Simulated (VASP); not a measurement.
Here is a VASP 6.6.1 calculation.

POSCAR

```
P
1.0
    1.6477431241     -5.4650377251      0.0000000000
    1.6477431241      5.4650377251      0.0000000000
    0.0000000000      0.0000000000      4.5436355900
P
4
Direct
    0.9041431300      0.0958568700      0.5888151700
    0.0958568700      0.9041431300      0.4111848300
    0.5958568700      0.4041431300      0.0888151700
    0.4041431300      0.5958568700      0.9111848300
```

The input INCAR.step1:

```
PREC = Accurate
ENCUT = 520
EDIFF = 1E-5
ISMEAR = -1
SIGMA = 0.05
LREAL = F
LASPH = T
NELM = 80
ALGO = Normal
ISIF = 2
LWAVE = T
LCHARG = F
GGA = PE
NBANDS = 18
```

The input INCAR.step2:

```
PREC = Accurate
ENCUT = 520
EDIFF = 1E-6
ISMEAR = -1
SIGMA = 0.05
LREAL = F
LASPH = T
NELM = 80
ALGO = Normal
ISIF = 2
LWAVE = F
LCHARG = F
GGA = PE
LHFCALC = T
AEXX = 0.25
HFSCREEN = 0.15
PRECFOCK = Normal
ISTART = 1
NBANDS = 18
```

The input KPOINTS:

```
Automatic mesh
0
Gamma
  4 4 3
```

Potentials or basis: VASP PAW PBE potentials, release 64 (P).

Command:

```bash
$ cat potpaw_PBE.64/P/POTCAR > POTCAR
$ cp INCAR.step1 INCAR
$ mpirun -np 1 vasp_std > vasp.out
$ cp INCAR.step2 INCAR
$ mpirun -np 1 vasp_std > vasp.out
```

Problem. What does it give for the largest force?

Solution. 0.211 eV/Å.

Problem. Predict the band gap on the k mesh.

Solution. 0.86 eV.

Problem. Predict the pressure.

Solution. -0.7 GPa.

Forces on the atoms (eV/Å):
```
P    0.000 -0.209 -0.033
P    0.000  0.209  0.033
P    0.000  0.209 -0.033
P    0.000 -0.209  0.033
```

Caveat: the k points lie up to 0.50 Å⁻¹ apart; the PAW data sets were made with another functional, which shifts forces and pressure a little. A k mesh can miss the band edges.
